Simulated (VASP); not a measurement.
A run of VASP 6.6.1 is set up as follows.

File POSCAR:

```
Ir
1.0
    0.0000000000      1.9228496764      1.9228496764
    1.9228496764      0.0000000000      1.9228496764
    1.9228496764      1.9228496764      0.0000000000
Ir
1
Direct
    0.0000000000      0.0000000000      0.0000000000
```

INCAR.step1

```
SYSTEM = Ir
  PREC = Accurate
  ENCUT = 550
  ISMEAR = 0
  SIGMA = 0.01
  LREAL = .FALSE.
  LASPH = .TRUE.
  NELM = 120
  NBANDS = 14
  GGA = PE
  ALGO = Normal
  EDIFF = 1E-5
  LWAVE = .TRUE.
  LCHARG = .FALSE.
  GGA_COMPAT = .FALSE.
```

The input INCAR.step2:

```
SYSTEM = Ir
  PREC = Accurate
  ENCUT = 550
  EDIFF = 1E-6
  ISMEAR = 0
  SIGMA = 0.01
  LREAL = .FALSE.
  LASPH = .TRUE.
  NELM = 120
  ALGO = Normal
  ISIF = 2
  LWAVE = .FALSE.
  LCHARG = .FALSE.
  METAGGA = R2SCAN
  LMIXTAU = .TRUE.
  NBANDS = 14
  ISTART = 1
  GGA_COMPAT = .FALSE.
```

File KPOINTS:

```
Automatic mesh
0
G
  14 14 14
  0 0 0
```

Potentials or basis: VASP PAW PBE potentials, release 64 (Ir_sv_GW).

The run is started by

```sh
$ cat potpaw_PBE.64/Ir_sv_GW/POTCAR > POTCAR
$ cp INCAR.step1 INCAR
$ mpirun -np 1 vasp_std > vasp.out
$ cp INCAR.step2 INCAR
$ mpirun -np 1 vasp_std > vasp.out
```

Problem. Estimate the pressure.

Solution. -2.5 GPa.

Caveat: the PAW data sets were made with another functional, which shifts forces and pressure a little.
